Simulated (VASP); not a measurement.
The system is Cd2Se5.

```
CELL_PARAMETERS angstrom
4.30000 0.00000 0.00000
-2.15000 3.72391 0.00000
0.00000 0.00000 11.30000
ATOMIC_POSITIONS crystal
Cd 0.33333 0.66667 0.11500
Cd 0.66667 0.33333 0.88500
Se 0.66667 0.33333 0.13500
Se 0.33333 0.66667 0.86500
Se 0.33333 0.66667 0.37000
Se 0.66667 0.33333 0.63000
Se 0.00000 0.00000 0.50000
```

| Item | Value |
| --- | --- |
| Program | VASP 6.6.1 |
| Task | relaxation of cell and atoms |
| Functional | PBE |
| Potentials or basis | VASP PAW PBE potentials, release 64 (Cd, Se) |
| Cutoff | 600 eV |
| k mesh | 4 × 4 × 2 |
| Occupations | gaussian, width 0.2 eV |
| Spin | no spin polarisation |

At the start: pressure 5.0 GPa; volume 25.85 Å³/atom.

Problem. Where does the relaxation end?

Solution. Over 31 steps the energy falls by 105.8 meV/atom and the volume is 28.15 Å³/atom (+8.9 %); space group P-3m1 (No. 164, to 0.1 Å) before and after.

Step by step:
```tsv
step	energy change (eV)	largest force (eV/Å)	pressure (GPa)	volume (Å³)
1	0.0000	1.1026	5.04	180.94
2	-0.3184	0.9174	-1.67	203.05
3	-0.3310	0.9439	-0.75	198.99
4	-0.4241	0.7530	-0.56	198.12
5	-0.5834	0.2377	0.29	195.54
6	-0.5992	0.2532	0.72	194.50
7	-0.6072	0.0768	-0.77	200.33
8	-0.6118	0.1391	-0.24	198.11
9	-0.6193	0.1165	-0.17	197.82
10	-0.6317	0.1859	0.05	196.94
11	-0.6418	0.1850	-0.15	197.15
12	-0.6582	0.1423	-0.81	197.77
13	-0.6610	0.1489	-0.78	197.42
14	-0.6681	0.1740	-0.68	196.39
15	-0.6753	0.2404	-0.49	194.32
16	-0.6794	0.2101	-0.31	193.76
17	-0.6855	0.1669	0.26	192.07
18	-0.6856	0.1720	0.37	191.81
19	-0.6898	0.1538	0.32	192.10
20	-0.6999	0.1286	0.19	192.99
21	-0.7079	0.1116	-0.04	194.77
22	-0.7117	0.1184	0.04	194.72
23	-0.7204	0.1353	0.29	194.56
24	-0.7231	0.1760	0.78	194.12
25	-0.7246	0.1539	0.61	194.29
26	-0.7263	0.1497	0.54	194.59
27	-0.7303	0.1367	0.34	195.46
28	-0.7338	0.1221	-0.05	197.21
29	-0.7348	0.1154	-0.05	197.20
30	-0.7373	0.0958	-0.05	197.15
31	-0.7405	0.0570	-0.06	197.05
```

Final structure:
```
Cd Se
1.0
     4.27678    0.00000    0.00000
    -2.13839    3.70380    0.00000
     0.00000    0.00000   12.43954
Cd Se
2 5
Direct
  0.33333 0.66667 0.08492
  0.66667 0.33333 0.91508
  0.66667 0.33333 0.15416
  0.33333 0.66667 0.84584
  0.33333 0.66667 0.39361
  0.66667 0.33333 0.60639
  0.00000 0.00000 0.50000
```

Caveat: the k points lie up to 0.42 Å⁻¹ apart in the final cell; the relaxation stopped at a loose force limit of 0.08 eV/Å, so its end isn't a converged minimum.
